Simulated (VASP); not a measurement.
Ti: relaxation of cell and atoms with PBEsol+D3(BJ)

Crystal: Ti.

```
CELL_PARAMETERS angstrom
0.00000 2.03000 2.03000
2.03000 0.00000 2.03000
2.03000 2.03000 0.00000
ATOMIC_POSITIONS crystal
Ti 0.00000 0.00000 0.00000
```

* Program: VASP 6.6.1
* Task: relaxation of cell and atoms
* Functional: PBEsol
* Dispersion: D3(BJ)
* Potentials or basis: VASP PAW PBE potentials, release 64 (Ti_sv)
* Cutoff: 600 eV
* k mesh: 11 × 11 × 11
* Occupations: fermi-dirac, width 0.05 eV
* Spin: no spin polarisation
* Dipole correction: no
* Further INCAR settings: ALGO = Normal; EDIFF = 1e-07; IBRION = 2; EDIFFG = -0.01; NSW = 60; ISIF = 3

```json
{
 "Relaxed volume": "15.73 Å³/atom",
 "Relaxed cell": "a = 2.812 Å, b = 2.812 Å, c = 2.812 Å, α = 60.00°, β = 60.00°, γ = 60.00°",
 "Space group after relaxing (to 0.05 Å)": "Fm-3m (No. 225)",
 "Energy gained by relaxing": "22.7 meV/atom",
 "Ionic steps": "3",
 "Pressure after relaxing": "0.0 GPa",
 "Band gap on the k mesh": "zero (band 6 reaches 10.13 eV, above the bottom of band 7 at 8.89 eV)",
 "Dispersion energy per atom": "-0.663 eV"
}
```

Step by step:
| step | energy change (eV) | largest force (eV/Å) | pressure (GPa) | volume (Å³) |
| --- | --- | --- | --- | --- |
| 1 | 0.0000 | 0.0000 | -6.87 | 16.73 |
| 2 | -0.0109 | 0.0000 | 5.83 | 15.05 |
| 3 | -0.0227 | 0.0000 | -0.01 | 15.73 |

Final structure:
```
Ti
1.0
     0.00000    1.98853    1.98853
     1.98853    0.00000    1.98853
     1.98853    1.98853    0.00000
Ti
1
Cartesian
  0.0000 0.0000 0.0000
```

Levels at points of the mesh, in eV from the Fermi level:
```
           k point  band 3  band 4  band 5  band 6  band 7  band 8  band 9  band 10
(0.00, 0.00, 0.00)  -32.12  -32.12   -6.32    0.94    0.94    0.94    2.80     2.80
```

Run time: 61 s on 1 thread of AMD EPYC 7R43 64-Core Processor (Zen 3), with other jobs on the host, peak memory 0.13 GiB.

Caveat: the PAW data sets were made with another functional, which shifts forces and pressure a little; pairwise dispersion overbinds metals, which lowers pressure and volume.
